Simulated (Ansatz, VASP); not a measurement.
One calculation of CoO, two programs

INCAR

```
SYSTEM = CoO
  ALGO = Normal
  EDIFF = 1E-8
  ENCUT = 520
  GGA = PE
  ISIF = 2
  ISMEAR = -1
  ISPIN = 2
  LASPH = .True.
  LCHARG = .False.
  LEFG = .True.
  LMAXMIX = 4
  LORBIT = 11
  LREAL = .False.
  LWAVE = .False.
  MAGMOM = 2 0
  NBANDS = 18
  NELM = 150
  PREC = Accurate
  SIGMA = 0.05
```

KPOINTS

```
k-points
0
Gamma
  16 16 16
  0 0 0
```

File POSCAR:

```
CoO
1.0
    0.0000000000      2.1315000000      2.0675550000
    2.1315000000      0.0000000000      2.0675550000
    2.1315000000      2.1315000000      0.0000000000
Co O
1 1
Direct
    0.0000000000      0.0000000000      0.0000000000
    0.5000000000      0.5000000000      0.5000000000
```

Input for Ansatz:

```yaml
crystal:
  lattice:
    - [0.0, 2.1315, 2.067555]
    - [2.1315, 0.0, 2.067555]
    - [2.1315, 2.1315, 0.0]
  atoms:
    - { symbol: Co, position: [0.0, 0.0, 0.0], spin: 2.0 }
    - { symbol: O, position: [0.5, 0.5, 0.5] }
magnetization:
  spin_polarized: true
kpoints:
  mp_grid: { grid: [16, 16, 16] }
scf:
  occupations: { method: fermi_dirac, width: 0.05 }
hamiltonian:
  xc: pbe
  pseudopotentials: { kind: paw }
output:
  forces: true
  stress: true
  eigenvalues: true
  efg: { contact_densities: true }
```

Change from the starting cell: zz strain of -3 %, PAW files.

Alike in both runs: task electric field gradients; functional PBE; k mesh 16 × 16 × 16; occupations fermi-dirac, width 0.05 eV; collinear spin.

|  | VASP | Ansatz |
| --- | --- | --- |
| version | VASP 6.6.1 | Ansatz 0.2.0 |
| potentials or method | VASP PAW PBE potentials, release 64 (Co, O) | PAW with Ansatz's default frozen-core files, scalar-relativistic |
| plane-wave cutoff (eV) | 520 | 420 |
| valence electrons in the cell | 15 | 23 |

|  | VASP | Ansatz | Ansatz less VASP |
| --- | --- | --- | --- |
| pressure (GPa) | 2.8 | 3.5 | +0.73 |
| traceless stress, the component that is largest in VASP (GPa) | 0.54 | 0.50 | -0.037 |
| net moment per atom (μB) | 1.40 | 1.42 | +0.022 |
| size of the moment on the site where the two differ most (μB) | 2.48 | 2.41 | -0.071 |
| size of Vzz on the site where it differs most (V/Å²) | 18.9 | 19.7 | +0.76 |

Site moments also hang on the region over which each program counts them. VASP's potentials hold 15 valence electrons a cell and Ansatz's 23, so a difference there can come from the potentials and not from the codes.
